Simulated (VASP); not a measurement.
# La2O3 (P-62m) in VASP: a series of runs, part 2 of 2

VASP 6.6.1. The steps go on from the part before.

**4. Relaxation of cell and atoms, r2SCAN**

The input, POSCAR:

```
La2O3
1.0
    6.2667802772      0.0000000000      0.0000000000
   -3.1333901386      5.4271909200      0.0000000000
    0.0000000000      0.0000000000      3.2997660000
La O
2 3
Direct
    0.6666666667      0.3333333333      0.5000000000
    0.3333333333      0.6666666667      0.5000000000
    0.5080139900      0.0000000000      0.0000000000
    0.0000000000      0.5080139900      0.0000000000
    0.4919860100      0.4919860100      0.0000000000
```

The input, INCAR.step1:

```
SYSTEM = La2O3
PREC = Accurate
ENCUT = 600
ISMEAR = -1
SIGMA = 0.05
LREAL = .FALSE.
LASPH = .TRUE.
NELM = 80
GGA = PE
ALGO = Normal
EDIFF = 1E-4
LWAVE = .TRUE.
LCHARG = .FALSE.
```

The input, INCAR.step2:

```
SYSTEM = La2O3
PREC = Accurate
ENCUT = 600
EDIFF = 1E-6
ISMEAR = -1
SIGMA = 0.05
LREAL = .FALSE.
LASPH = .TRUE.
NELM = 80
ALGO = Normal
ISIF = 3
LWAVE = .FALSE.
LCHARG = .FALSE.
METAGGA = R2SCAN
LMIXTAU = .TRUE.
IBRION = 2
NSW = 60
EDIFFG = -0.01
ISTART = 1
```

The input, KPOINTS:

```
Automatic mesh
0
G
  5 5 8
  0 0 0
```

Potentials or basis: VASP PAW PBE potentials, release 64 (La, O).

Launch:

```sh
$ cat potpaw_PBE.64/La/POTCAR potpaw_PBE.64/O/POTCAR > POTCAR
$ cp INCAR.step1 INCAR
$ mpirun -np 1 vasp_std > vasp.out
$ cp INCAR.step2 INCAR
$ mpirun -np 1 vasp_std > vasp.out
```

OUTCAR:

```text
SYSTEM = La2O3
   PREC = Accurate
   ENCUT = 600
   EDIFF = 1E-6
   ISMEAR = -1
   LREAL = .FALSE.
   LASPH = .TRUE.
   NELM = 80
   ISIF = 3
   METAGGA = R2SCAN
   IBRION = 2
   NSW = 60
   EDIFFG = -0.01
   ISTART = 1

 ion  position               nearest neighbor table
   1  0.667  0.333  0.500-   3 2.45   3 2.45   4 2.45   4 2.45   5 2.45   5 2.45   2 3.62   2 3.62
                             2 3.62
   2  0.333  0.667  0.500-   4 2.45   4 2.45   3 2.45   3 2.45   5 2.45   5 2.45   1 3.62   1 3.62
                             1 3.62
   3  0.508  0.000  0.000-   1 2.45   1 2.45   2 2.45   2 2.45
   4  0.000  0.508  0.000-   2 2.45   2 2.45   1 2.45   1 2.45
   5  0.492  0.492  0.000-   1 2.45   1 2.45   2 2.45   2 2.45

  LATTYP: Found a hexagonal cell.
 ALAT       =     6.2667802772
 C/A-ratio  =     0.5265488583

  Lattice vectors:

 A1 = (   6.2667802772,   0.0000000000,   0.0000000000)
 A2 = (  -3.1333901386,   5.4271909200,   0.0000000000)
 A3 = (   0.0000000000,   0.0000000000,   3.2997660000)

Analysis of symmetry for initial positions (statically):
=====================================================================
 Subroutine PRICEL returns:
 Original cell was already a primitive cell.

 Routine SETGRP: Setting up the symmetry group for a
 hexagonal supercell.

 Subroutine GETGRP returns: Found 12 space group operations
 (whereof 12 operations were pure point group operations)
 out of a pool of 24 trial point group operations.

The static configuration has the point symmetry D_3h.

Analysis of symmetry for dynamics (positions and initial velocities):
=====================================================================
 Subroutine PRICEL returns:
 Original cell was already a primitive cell.

 Routine SETGRP: Setting up the symmetry group for a
 hexagonal supercell.

 Subroutine GETGRP returns: Found 12 space group operations
[... 142 lines left out ...]
  volume of cell :      112.23
 maximum number of plane-waves:      3781
 NGX is ok and might be reduce to    50
   NGX = 25   NGY = 25   NGZ = 13

--------------------------------------- Ionic step        1  -------------------------------------------

 number of electron      40.0000012 magnetization

 Free energy of the ion-electron system (eV)
  ---------------------------------------------------
  ext. energy  EPLUGINS =         0.00000000
  ---------------------------------------------------
  free energy    TOTEN  =       -94.72727026 eV

  energy without entropy =      -94.72727026  energy(sigma->0) =      -94.72727026

------------------------ aborting loop because EDIFF is reached ----------------------------------------

  FORCE on cell =-STRESS in cart. coord.  units (eV):
  Direction    XX          YY          ZZ          XY          YZ          ZX
  --------------------------------------------------------------------------------------
  -------------------------------------------------------------------------------------
  Total        1.3432000      1.3432000     -0.6533021      0.0000000      0.0000000      0.0000000
  in kB       19.1755827     19.1755827     -9.3265690      0.0000000      0.0000000      0.0000000
  external PRESSURE =       9.6748654 kB  Pullay stress =       0.0000000 kB
[... 98 lines left out ...]
  FREE ENERGIE OF THE ION-ELECTRON SYSTEM (eV)
  ---------------------------------------------------
  free  energy   TOTEN  =       -94.7459367281 eV

  energy  without entropy=      -94.7459367280  energy(sigma->0) =      -94.74593673

[... ionic steps 4 to 9 ...]

--------------------------------------- Ionic step       10  -------------------------------------------

 number of electron      40.0000010 magnetization

------------------------ aborting loop because EDIFF is reached ----------------------------------------
[... 73 lines left out ...]
--------------------------------------- Ionic step       12  -------------------------------------------

 number of electron      40.0000011 magnetization

 Free energy of the ion-electron system (eV)
  ---------------------------------------------------
  ext. energy  EPLUGINS =         0.00000000
  ---------------------------------------------------
  free energy    TOTEN  =       -94.75055417 eV

  energy without entropy =      -94.75055417  energy(sigma->0) =      -94.75055417

 E-fermi :   3.9086     XC(G=0):  -8.7746

 val. band max:        2.9863639551   @ k =   0.0000   0.0000   0.5000
 cond. band min:       4.9157411255   @ k =   0.0000   0.0000   0.0000
 fundamental gap:      1.9293771704
 Fermi energy:         3.9085820615

 k-point     1 :       0.0000    0.0000    0.0000
  band No.  band energies     occupation
      1     -28.5085      2.00000
      2     -28.2937      2.00000
      3     -15.3727      2.00000
      4     -15.3727      2.00000
      5     -13.8167      2.00000
      6     -11.6042      2.00000
[... 637 lines left out ...]
     23       8.0216      0.00000
     24       8.0292      0.00000

 [... further k-points ...]
[... 5 lines left out ...]
  --------------------------------------------------------------------------------------
  -------------------------------------------------------------------------------------
  Total        0.0124850      0.0124850      0.0174648     -0.0000000      0.0000000     -0.0000000
  in kB        0.1752488      0.1752488      0.2451497     -0.0000000      0.0000000     -0.0000000
  external PRESSURE =       0.1985491 kB  Pullay stress =       0.0000000 kB
[... 20 lines left out ...]
  FREE ENERGIE OF THE ION-ELECTRON SYSTEM (eV)
  ---------------------------------------------------
  free  energy   TOTEN  =       -94.7505541682 eV

  energy  without entropy=      -94.7505541681  energy(sigma->0) =      -94.75055417

 reached required accuracy - stopping structural energy minimisation
```

Wall time 55 min (1 thread of Intel Xeon Platinum 8259CL at 2.50GHz (Skylake/Cascade Lake), shared host); peak memory 0.33 GiB.

What came out:

```
Free energy                            : -94.7506 eV
Relaxed volume                         : 22.83 Å³/atom
Relaxed cell                           : a = 6.344 Å, b = 6.344 Å, c = 3.275 Å, α = 90.00°, β = 90.00°, γ = 120.00°
Space group after relaxing (to 0.05 Å) : P6/mmm (No. 191)
Energy gained by relaxing              : 4.7 meV/atom
Ionic steps                            : 12
Pressure after relaxing                : 0.0 GPa
Band gap on the k mesh                 : 1.93 eV, indirect (least direct gap 2.43 eV)
```

The path:
```csv
step,energy change (eV),largest force (eV/Å),pressure (GPa),volume (Å³)
1,0.0000,0.0512,0.97,112.23
2,-0.0186,0.0605,-0.40,114.43
3,-0.0187,0.0599,-0.22,114.27
4,-0.0187,0.0600,-0.24,114.32
5,-0.0191,0.0547,0.29,113.83
6,-0.0193,0.0569,0.10,114.01
7,-0.0199,0.0519,0.08,114.04
8,-0.0213,0.0395,0.04,114.14
9,-0.0229,0.0130,-0.08,114.33
10,-0.0229,0.0052,-0.11,114.39
11,-0.0229,0.0042,0.14,113.90
12,-0.0233,0.0011,0.02,114.14
```

Final structure:
```yaml
crystal:
  lattice:
    - [6.34402, 0.00000, 0.00000]
    - [-3.17201, 5.49409, 0.00000]
    - [0.00000, 0.00000, 3.27479]
  atoms:
    - { symbol: La, position: [0.66667, 0.33333, 0.50000] }
    - { symbol: La, position: [0.33333, 0.66667, 0.50000] }
    - { symbol: O, position: [0.50005, 0.00000, 0.00000] }
    - { symbol: O, position: [0.00000, 0.50005, 0.00000] }
    - { symbol: O, position: [0.49995, 0.49995, 0.00000] }
```

Levels at points of the mesh, in eV from the valence-band top:
```tsv
k point	band 18	band 19	band 20	band 21	band 22	band 23
(0.00, 0.00, 0.00)	-1.02	-0.74	-0.50	1.93	3.90	4.59
(0.00, 0.00, 0.50)	-1.22	-0.35	0.00	4.82	4.91	4.91
```

Caveat: the PAW data sets were made with another functional, which shifts forces and pressure a little; spin-orbit coupling is left out, which moves the levels of the heavy elements.

**5. The runs side by side**

```csv
level,cell,k mesh,gap on the mesh (eV),pressure (GPa),relaxed volume (Å³/atom)
PBEsol,relaxed,4 × 4 × 6,1.38,0.0,22.32
PBEsol,relaxed to 2 GPa,4 × 4 × 6,1.28,2.0,-
r2SCAN,relaxed,5 × 5 × 8,1.93,0.0,22.83
```

Alike in all rows: task relaxation of cell and atoms; potentials or basis VASP PAW PBE potentials, release 64 (La, O); no spin polarisation; cutoff (eV) 600; smearing fermi-dirac 0.05 eV.

Caveats: the PAW data sets were made with another functional, which shifts forces and pressure a little; spin-orbit coupling is left out, which moves the levels of the heavy elements; the cell is relaxed towards a set pressure, so the enthalpy falls and the energy may rise (some runs).

Total energies depend on the potentials used, so only differences within one code and one set of settings carry meaning.
